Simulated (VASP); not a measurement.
Runs of VASP 6.6.1 on KBr. The structure is that of space group Fm-3m (No. 225), or close to it. The cells are those of the table. 

```csv
level,cell,gap on the mesh (eV),pressure (GPa)
PBE,"a = 4.644 Å, angles 60.0°, 2 atoms",4.47,1.0
r2SCAN,"a = 4.670 Å, angles 60.0°, 2 atoms",(a),0.0
PBE,"a = 4.693 Å, angles 60.0°, 2 atoms",4.39,0.5
PBE,"a = 4.670 Å, angles 60.0°, 2 atoms",(b),0.7
r2SCAN,"a = 4.716 Å, angles 60.0°, 2 atoms",4.99,-0.4
```

Alike in all rows: task single point; potentials or basis VASP PAW PBE potentials, release 64 (K_sv, Br); no spin polarisation; k mesh 6 × 6 × 6; cutoff (eV) 520; smearing gaussian 0.01 eV.

Task: Estimate the missing entries.

Result: (a) 5.07; (b) 4.43.

Caveats: the PAW data sets were made with another functional, which shifts forces and pressure a little (at least some runs).

A k mesh can miss the band edges, and the runs leave out spin-orbit coupling on Br.
